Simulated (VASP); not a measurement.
Au:

```xyz
1
Lattice="-1.6573 1.6573 1.6573 1.6573 -1.6573 1.6573 1.6573 1.6573 -1.6573" Properties=species:S:1:pos:R:3 pbc="T T T"
Au    0.0000    0.0000    0.0000
```

This isn't the form of Au at room conditions, which is fcc.

* Program: VASP 6.6.1
* Task: relaxation of cell and atoms
* Functional: LDA
* Potentials or basis: VASP PAW LDA potentials, release 64 (Au_sv_GW)
* Cutoff: 540 eV
* k mesh: 11 × 11 × 11
* Occupations: fermi-dirac, width 0.05 eV
* Spin: no spin polarisation

At the start: pressure -12.9 GPa; volume 18.21 Å³/atom.

Task: Where does the relaxation end?

Result: Over 7 steps the energy falls by 66.3 meV/atom and the volume is 16.71 Å³/atom (-8.2 %); space group Im-3m (No. 229, to 0.1 Å) before and after.

The path:
```csv
step,energy change (eV),largest force (eV/Å),pressure (GPa),volume (Å³)
1,0.0000,0.0000,-12.95,18.21
2,0.1455,0.0000,37.33,14.60
3,-0.0662,0.0000,-0.57,16.76
4,-0.0663,0.0000,-0.15,16.72
5,-0.0663,0.0000,0.18,16.69
6,-0.0663,0.0000,-0.26,16.73
7,-0.0663,0.0000,0.00,16.71
```

Final structure:
```yaml
crystal:
  lattice:
    - [-1.61043, 1.61043, 1.61043]
    - [1.61043, -1.61043, 1.61043]
    - [1.61043, 1.61043, -1.61043]
  atoms:
    - { symbol: Au, position: [0.00000, 0.00000, 0.00000] }
```
